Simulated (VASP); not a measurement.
# InSb5 (P4/mmm) in VASP: notebook, part 2 of 2

VASP 6.6.1. The steps go on from the part before.

### Step 4. Relaxation of cell and atoms, PBE

This run uses another cell than the first one, of 33.30 Å³/atom.

Input file INCAR:

```
SYSTEM = InSb5
PREC = Accurate
ENCUT = 600
EDIFF = 1E-6
ISMEAR = 0
SIGMA = 0.1
LREAL = .FALSE.
LASPH = .TRUE.
NELM = 100
ALGO = Normal
ISIF = 3
LWAVE = .FALSE.
LCHARG = .FALSE.
GGA = PE
IBRION = 2
NSW = 90
EDIFFG = -0.04
```

Input file KPOINTS:

```
regular mesh
0
G
  4 4 4
  0 0 0
```

Input file POSCAR:

```
InSb5
1.0
    6.5046628200      0.0000000000      0.0000000000
    0.0000000000      6.5046628200      0.0000000000
    0.0000000000      0.0000000000      4.7218493300
In Sb
1 5
Direct
    0.0000000000      0.0000000000      0.5000000000
    0.6664010700      0.6664010700      0.0000000000
    0.3335989300      0.3335989300      0.0000000000
    0.6664010700      0.3335989300      0.0000000000
    0.3335989300      0.6664010700      0.0000000000
    0.0000000000      0.0000000000      0.0000000000
```

Potentials or basis: VASP PAW PBE potentials, release 64 (In_d, Sb).

On the command line:

```
$ cat potpaw_PBE.64/In_d/POTCAR potpaw_PBE.64/Sb/POTCAR > POTCAR
$ mpirun -np 1 vasp_std > vasp.out
```

OUTCAR:

```text
SYSTEM = InSb5
   PREC = Accurate
   ENCUT = 600
   EDIFF = 1E-6
   ISMEAR = 0
   LREAL = .FALSE.
   LASPH = .TRUE.
   NELM = 100
   ISIF = 3
   GGA = PE
   IBRION = 2
   NSW = 90
   EDIFFG = -0.04

 ion  position               nearest neighbor table
   1  0.000  0.000  0.500-   6 2.36   6 2.36   4 3.87   5 3.87   2 3.87   2 3.87   3 3.87   4 3.87
                             5 3.87   3 3.87
   2  0.666  0.666  0.000-   4 2.16   5 2.16   3 3.06   6 3.07   1 3.87   1 3.87
   3  0.334  0.334  0.000-   4 2.16   5 2.16   2 3.06   6 3.07   1 3.87   1 3.87
   4  0.666  0.334  0.000-   2 2.16   3 2.16   5 3.06   6 3.07   1 3.87   1 3.87
   5  0.334  0.666  0.000-   2 2.16   3 2.16   4 3.06   6 3.07   1 3.87   1 3.87
   6  0.000  0.000  0.000-   1 2.36   1 2.36   3 3.07   4 3.07   5 3.07   2 3.07

  LATTYP: Found a simple tetragonal cell.
 ALAT       =     6.5046628200
 C/A-ratio  =     0.7259176164

  Lattice vectors:

 A1 = (   6.5046628200,   0.0000000000,   0.0000000000)
 A2 = (   0.0000000000,   6.5046628200,   0.0000000000)
 A3 = (   0.0000000000,   0.0000000000,   4.7218493300)

Analysis of symmetry for initial positions (statically):
=====================================================================
 Subroutine PRICEL returns:
 Original cell was already a primitive cell.

 Routine SETGRP: Setting up the symmetry group for a
 simple tetragonal supercell.

 Subroutine GETGRP returns: Found 16 space group operations
 (whereof 16 operations were pure point group operations)
 out of a pool of 16 trial point group operations.

The static configuration has the point symmetry D_4h.

Analysis of symmetry for dynamics (positions and initial velocities):
=====================================================================
 Subroutine PRICEL returns:
 Original cell was already a primitive cell.

 Routine SETGRP: Setting up the symmetry group for a
 simple tetragonal supercell.

 Subroutine GETGRP returns: Found 16 space group operations
 (whereof 16 operations were pure point group operations)
 out of a pool of 16 trial point group operations.

The dynamic configuration has the point symmetry D_4h.

 Subroutine INISYM returns: Found 16 space group operations
 (whereof 16 operations are pure point group operations),
 and found     1 'primitive' translations

[... 102 lines left out ...]
   ISYM   =      2    0-nonsym 1-usesym 2-fastsym
   POTIM  = 0.5000    time-step for ionic-motion
   TEBEG  =    0.0;   TEEND  =   0.0 temperature during run
   PSTRESS=    0.0 pullay stress
   NELECT =      38.0000    total number of electrons
   NUPDOWN=      -1.0000    fix difference up-down
   EMIN   =  10.00;   EMAX   =-10.00  energy-range for DOS
   EFERMI =   0.00;   METHOD = LEGACY
   ISMEAR =     0;   SIGMA  =   0.10  broadening in eV -4-tet -1-fermi 0-gaus
   EFERMI_NEDOS =   21; number of points for ismear=-14 and -15
   IALGO  =     38    algorithm
   IMIX   =      4    mixing-type and parameters
     AMIX     =   0.40;   BMIX     =  1.00
     AMIX_MAG =   1.60;   BMIX_MAG =  1.00
  volume/ion in A,a.u.               =      33.30       224.70
  Fermi-wavevector in a.u.,A,eV,Ry     =   0.941489  1.779157 12.060237  0.886402
  Thomas-Fermi vector in A             =   2.069005
   LORBIT       =      0    0 simple, 1 ext, 2 COOP (PROOUT), +10 PAW based schemes
   GGA     = PE    functional components
   LHFCALC =     F    Hartree Fock is set to
   AEXX    =    0.0000 exact exchange contribution
   IVDW    =     0    specifies the selected vdW correction
   LEPSILON=     F    determine dielectric tensor
   LRPA    =     F    only Hartree local field effects (RPA)
 conjugate gradient relaxation of ions
 non-spin polarized calculation
 Gauss-broadening in eV      SIGMA  =   0.10
  energy-cutoff  :      600.00
  volume of cell :      199.78
 maximum number of plane-waves:      6700
 NGX is ok and might be reduce to    54
   NGX = 25   NGY = 25   NGZ = 19

--------------------------------------- Ionic step        1  -------------------------------------------

 number of electron      38.0000001 magnetization

 Free energy of the ion-electron system (eV)
  ---------------------------------------------------
  ext. energy  EPLUGINS =         0.00000000
  ---------------------------------------------------
  free energy    TOTEN  =        -3.88672953 eV

  energy without entropy =       -3.87396205  energy(sigma->0) =       -3.88034579

 E-fermi :   6.4729     XC(G=0):  -8.5337

 val. band max:        6.4373651915   @ k =   0.2500   0.2500   0.5000
 cond. band min:       6.5024605524   @ k =   0.5000   0.2500   0.0000
 fundamental gap:      0.0650953610
 Fermi energy:         6.4728931127
[... 1057 lines left out ...]
     22      -0.7992      0.00002
     23      -0.7540      0.00000

[... ionic steps 4 to 14 ...]

--------------------------------------- Ionic step       15  -------------------------------------------

 number of electron      38.0000000 magnetization

------------------------ aborting loop because EDIFF is reached ----------------------------------------
[... 75 lines left out ...]
--------------------------------------- Ionic step       17  -------------------------------------------

 number of electron      38.0000003 magnetization

 Free energy of the ion-electron system (eV)
  ---------------------------------------------------
  ext. energy  EPLUGINS =         0.00000000
  ---------------------------------------------------
  free energy    TOTEN  =       -20.16163600 eV

  energy without entropy =      -20.14260126  energy(sigma->0) =      -20.15211863

 E-fermi :   2.1341     XC(G=0):  -6.8696

 val. band max:        2.0859660231   @ k =   0.5000   0.0000   0.5000
 cond. band min:       2.1581202278   @ k =   0.5000   0.5000   0.0000
 fundamental gap:      0.0721542047
 Fermi energy:         2.1340534056
[... 499 lines left out ...]
  FREE ENERGIE OF THE ION-ELECTRON SYSTEM (eV)
  ---------------------------------------------------
  free  energy   TOTEN  =       -20.1616359971 eV

  energy  without entropy=      -20.1426012638  energy(sigma->0) =      -20.15211863

 reached required accuracy - stopping structural energy minimisation
```

OSZICAR:

```text
N       E                     dE             d eps       ncg     rms          rms(c)
DAV:   1     0.325016105189E+03    0.32502E+03   -0.15520E+04   828   0.158E+03
[... 241 lines left out ...]
       N       E                     dE             d eps       ncg     rms          rms(c)
DAV:   1    -0.201672587576E+02   -0.58397E-02   -0.18248E-01   884   0.391E+00    0.393E-01
DAV:   2    -0.201628854859E+02    0.43733E-02   -0.11416E-02  1017   0.110E+00    0.178E-01
DAV:   3    -0.201617405706E+02    0.11449E-02   -0.32069E-03  1088   0.569E-01    0.452E-02
DAV:   4    -0.201616482628E+02    0.92308E-04   -0.21961E-04  1033   0.114E-01    0.208E-02
DAV:   5    -0.201616359550E+02    0.12308E-04   -0.28231E-05  1042   0.303E-02    0.125E-02
DAV:   6    -0.201616359971E+02   -0.42050E-07   -0.42299E-06  1067   0.133E-02
  17 F= -.20161636E+02 E0= -.20152119E+02  d E =-.217064E-03
```

CONTCAR:

```text
InSb5
   1.00000000000000
     7.1045232428915375    0.0000000000000000   -0.0000000000000000
     0.0000000000000000    7.1045232428915375    0.0000000000000000
     0.0000000000000000   -0.0000000000000000    6.1442533653582121
  In              Sb
     1     5
Direct
     0.0000000000000000    0.0000000000000000    0.5000000000000000
     0.6998354510227028    0.6998354510227028    0.0000000000000000
     0.3001645489772974    0.3001645489772974    0.0000000000000000
     0.6998354510227028    0.3001645489772974    0.0000000000000000
     0.3001645489772974    0.6998354510227028    0.0000000000000000
     0.0000000000000000    0.0000000000000000    0.0000000000000000

  0.00000000E+00  0.00000000E+00  0.00000000E+00
  0.00000000E+00  0.00000000E+00  0.00000000E+00
  0.00000000E+00  0.00000000E+00  0.00000000E+00
  0.00000000E+00  0.00000000E+00  0.00000000E+00
  0.00000000E+00  0.00000000E+00  0.00000000E+00
  0.00000000E+00  0.00000000E+00  0.00000000E+00
```

Run time: 26 min. Hardware: 1 thread of Intel Xeon Platinum 8259CL at 2.50GHz (Skylake/Cascade Lake), shared host; peak memory 0.41 GiB.

Results:

```yaml
Free_energy: -20.1616 eV
Relaxed_volume: 51.69 Å³/atom
Relaxed_cell: a = 7.105 Å, b = 7.105 Å, c = 6.144 Å, α = 90.00°, β = 90.00°, γ = 90.00°
Space_group_after_relaxing_to_0.1_Å: P4/mmm (No. 123)
Energy_gained_by_relaxing: 2712.5 meV/atom
Ionic_steps: 17
Pressure_after_relaxing: -0.1 GPa
Largest_force_after_relaxing: 0.026 eV/Å
Band_gap_on_the_k_mesh: zero (bands 19 and 20 overlap by 1.49 eV)
```

Forces in eV/Å, atoms in the order of the input:
```
In   0.000  0.000  0.000
Sb  -0.018 -0.018  0.000
Sb   0.018  0.018  0.000
Sb  -0.018  0.018  0.000
Sb   0.018 -0.018  0.000
Sb   0.000  0.000  0.000
```

Stress tensor (GPa, compression positive):
```
-0.12  0.00  0.00
 0.00 -0.12  0.00
 0.00  0.00 -0.03
```

The path:
```csv
step,energy change (eV),largest force (eV/Å),pressure (GPa),volume (Å³)
1,0.0000,21.2302,45.21,199.78
2,-8.9887,1.3375,-1.65,598.81
3,-9.0500,1.2945,-1.67,581.10
4,-9.1175,1.2460,-1.70,564.02
5,-11.5515,0.3961,-1.57,352.92
6,-13.6574,1.5975,1.48,269.63
7,-13.8685,0.8929,7.08,233.09
8,-13.9445,1.4731,3.77,249.94
9,-13.9666,1.3810,4.45,245.65
10,-15.5429,0.7820,0.23,285.96
11,-15.9594,0.6870,-1.70,321.57
12,-16.2543,0.0348,0.58,303.45
13,-16.2670,0.1857,0.10,306.35
14,-16.2669,0.1707,0.15,306.04
15,-16.2727,0.0749,0.12,307.36
16,-16.2747,0.0203,0.09,308.68
17,-16.2749,0.0260,-0.09,310.13
```

Final structure:
```xyz
6
Lattice="7.1045 0.0000 0.0000 0.0000 7.1045 0.0000 0.0000 0.0000 6.1443" Properties=species:S:1:pos:R:3 pbc="T T T"
In    0.0000    0.0000    3.0721
Sb    4.9720    4.9720    0.0000
Sb    2.1325    2.1325    0.0000
Sb    4.9720    2.1325    0.0000
Sb    2.1325    4.9720    0.0000
Sb    0.0000    0.0000    0.0000
```

Caveat: the volume moved by over 15 % at a fixed basis, so the end points are rough; spin-orbit coupling is left out, which moves the levels of the heavy elements.

### Step 5. Single point, PBE

This run uses another cell than the first one, of 52.54 Å³/atom.

Input file INCAR:

```
SYSTEM = InSb5
PREC     = Accurate       ! precision mode
ENCUT    = 520            ! plane-wave cutoff, eV
EDIFF    = 1E-7           ! SCF threshold, eV
ISMEAR   = 0              ! smearing method
SIGMA    = 0.1            ! smearing width, eV
LREAL    = .FALSE.        ! projectors in reciprocal space
LASPH    = .TRUE.         ! aspherical terms in the spheres
NELM     = 60             ! most SCF steps
ALGO     = Normal         ! electronic algorithm
ISIF     = 2              ! what is computed and relaxed
LWAVE    = .FALSE.        ! write WAVECAR
LCHARG   = .TRUE.         ! write CHGCAR
GGA      = PE             ! functional
LELF     = .TRUE.         ! ELF
LVHAR    = .TRUE.       
NBANDS   = 28             ! bands
```

Input file KPOINTS:

```
Automatic mesh
0
G
  6 6 6
  0 0 0
```

Input file POSCAR:

```
InSb5
1.0
    7.0833353948      0.0000000000      0.0000000000
    0.0000000000      7.0833353948      0.0000000000
    0.0000000000      0.0000000000      6.2827244059
In Sb
1 5
Direct
    0.0000000000      0.0000000000      0.5000000000
    0.6995248502      0.6995248502      0.0000000000
    0.3004751498      0.3004751498      0.0000000000
    0.6995248502      0.3004751498      0.0000000000
    0.3004751498      0.6995248502      0.0000000000
    0.0000000000      0.0000000000      0.0000000000
```

On the command line:

```
$ cat potpaw_PBE.64/In_d/POTCAR potpaw_PBE.64/Sb/POTCAR > POTCAR
$ mpirun -np 1 vasp_std > vasp.out
```

It took 5.1 min on 1 thread of Intel Xeon Platinum 8259CL at 2.50GHz (Skylake/Cascade Lake), shared host; peak memory 0.58 GiB.

Results (log left out):

```
Free energy            : -20.0043 eV
Pressure               : 0.0 GPa
Largest force          : 0.021 eV/Å
Band gap on the k mesh : zero (bands 19 and 20 overlap by 1.13 eV)
```

Forces in eV/Å, atoms in the order of the input:
```
In   0.000  0.000  0.000
Sb   0.015  0.015  0.000
Sb  -0.015 -0.015  0.000
Sb   0.015 -0.015  0.000
Sb  -0.015  0.015  0.000
Sb   0.000  0.000  0.000
```

Levels at points of the mesh, in eV from the Fermi level:
```tsv
k point	band 16	band 17	band 18	band 19	band 20	band 21	band 22	band 23
(0.00, 0.00, 0.00)	-2.05	-1.29	-0.39	-0.39	1.40	1.66	1.66	1.99
(0.50, 0.00, 0.00)	-1.18	-1.15	-1.08	-0.14	0.11	0.85	0.91	1.24
(0.50, 0.50, 0.00)	-2.51	-1.73	-0.60	-0.60	-0.01	-0.01	1.46	1.63
(0.00, 0.00, 0.50)	-2.00	-0.85	-0.85	0.88	1.20	1.88	1.88	2.03
(0.50, 0.00, 0.50)	-1.17	-0.97	-0.61	-0.34	-0.02	0.93	1.06	1.45
(0.50, 0.50, 0.50)	-1.94	-1.13	-1.13	0.06	0.06	0.35	1.50	1.87
```

Caveat: spin-orbit coupling is left out, which moves the levels of the heavy elements.

### Step 6. The runs side by side

| task | cell | k mesh | cutoff (eV) | gap on the mesh (eV) | pressure (GPa) | largest force (eV/Å) |
| --- | --- | --- | --- | --- | --- | --- |
| single point | a = 7.099, b = 7.099, c = 6.125 Å, 6 atoms, atomic positions A | 4 × 4 × 4 | 520 | none | 0.0 | 0.03 |
| single point | a = 6.505, b = 6.505, c = 4.722 Å, 6 atoms, atomic positions B | 4 × 4 × 4 | 520 | none | 45.2 | 21.23 |
| relaxation of cell and atoms | relaxed from a = 6.505, b = 6.505, c = 4.722 Å, 6 atoms, atomic positions B | 4 × 4 × 4 | 600 | none | -0.1 | 0.03 |
| single point | a = 7.083, b = 7.083, c = 6.283 Å, 6 atoms, atomic positions A | 6 × 6 × 6 | 520 | none | 0.0 | 0.02 |

Alike in all rows: level PBE; potentials or basis VASP PAW PBE potentials, release 64 (In_d, Sb); no spin polarisation; smearing gaussian 0.1 eV.

Caveats: spin-orbit coupling is left out, which moves the levels of the heavy elements; the cell stands under pressure (at least some runs); forces of over 1 eV/Å act on the atoms, so gaps and moduli don't describe the material at rest (at least some runs); the volume moved by over 15 % at a fixed basis, so the end points are rough (at least some runs).

Total energies depend on the potentials used, so only differences within one code and one set of settings carry meaning.
